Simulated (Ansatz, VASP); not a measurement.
SnW2N3 in VASP and in Ansatz

```xyz
6
Lattice="5.5429 0.0000 0.0000 -2.7714 4.8003 0.0000 0.0000 0.0000 2.7730" Properties=species:S:1:pos:R:3 pbc="T T T"
Sn    0.0000    0.0000    0.0000
W     0.0000    3.2002    0.0000
W     2.7714    1.6001    0.0000
N     2.7714    0.0000    1.3865
N     1.3857    2.4001    1.3865
N    -1.3857    2.4001    1.3865
```

Alike in both runs: functional PBE; k mesh 12 × 12 × 14; occupations gaussian, width 0.1 eV; no spin polarisation.

Ansatz relaxed the structure, and its values are those at the end. VASP's run is a single point on that final structure, the one shown.

|  | VASP | Ansatz |
| --- | --- | --- |
| version | VASP 6.6.1 | Ansatz 0.2.0 |
| potentials or method | VASP PAW PBE potentials, release 64 (Sn_d, W_sv, N), cutoff 520 eV | scalar-relativistic, plane waves, PAW |
| valence electrons in the cell | 57 | 57 |

|  | VASP | Ansatz | Ansatz less VASP |
| --- | --- | --- | --- |
| gap on the k mesh at the Fermi level (eV) | none | none | - |
| pressure (GPa) | 0.9 | 0.0 | -0.88 |

A gap of «none» marks a metal or a gap that the smearing closes.

Spin-orbit coupling is off throughout.
